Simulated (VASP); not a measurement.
Wanted: the native input for a VASP 6.6.1 run.

| Item | Value |
| --- | --- |
| Task | relaxation of cell and atoms |
| Functional | PBE |
| Potentials or basis | VASP PAW PBE potentials, release 64 (In_d, Cu) |
| Cutoff | 600 eV |
| k mesh | 12 × 12 × 12 |
| Occupations | gaussian, width 0.1 eV |
| Spin | no spin polarisation |
| Dipole correction | no |
| Further INCAR settings | ALGO = Fast; EDIFF = 1e-07; IBRION = 2; EDIFFG = -0.01; NSW = 100; ISIF = 3 |

The structure of In3Cu lies in POSCAR:

```
In3Cu
1.0
   -2.9281083343      2.9281083343      2.9281083343
    2.9281083343     -2.9281083343      2.9281083343
    2.9281083343      2.9281083343     -2.9281083343
In Cu
3 1
Direct
    0.0000000000      0.5000000000      0.5000000000
    0.5000000000      0.0000000000      0.5000000000
    0.5000000000      0.5000000000      0.0000000000
    0.0000000000      0.0000000000      0.0000000000
```

The cell was generated, and may not be a known phase.

These files were run (other wordings do the same):

INCAR

```
PREC = Accurate ; ENCUT = 600
EDIFF = 1E-7 ; ISMEAR = 0
SIGMA = 0.1 ; LREAL = False
LASPH = True ; NELM = 100
ALGO = Fast ; ISIF = 3
LWAVE = False ; LCHARG = False
GGA = PE ; IBRION = 2
NSW = 100 ; EDIFFG = -0.01
```

KPOINTS

```
regular mesh
0
Gamma
  12 12 12
```

Potentials or basis: VASP PAW PBE potentials, release 64 (In_d, Cu).

Run with:

```sh
$ cat potpaw_PBE.64/In_d/POTCAR potpaw_PBE.64/Cu/POTCAR > POTCAR
$ mpirun -np 1 vasp_std > vasp.out
```

Results of the run:

| Quantity | Value |
| --- | --- |
| Relaxed volume | 25.34 Å³/atom |
| Relaxed cell | a = 5.087 Å, b = 5.087 Å, c = 5.087 Å, α = 109.47°, β = 109.47°, γ = 109.47° |
| Space group after relaxing (to 0.1 Å) | Im-3m (No. 229) |
| Energy gained by relaxing | 0.3 meV/atom |
| Ionic steps | 2 |
| Pressure after relaxing | 0.0 GPa |
| Band gap on the k mesh | zero (bands 25 and 26 overlap by 5.50 eV) |

Caveat: spin-orbit coupling is left out, which moves the levels of the heavy elements.

Wall time 25 min on 1 thread of Intel Xeon 8259CL, with other jobs on the host, peak memory 0.42 GiB.
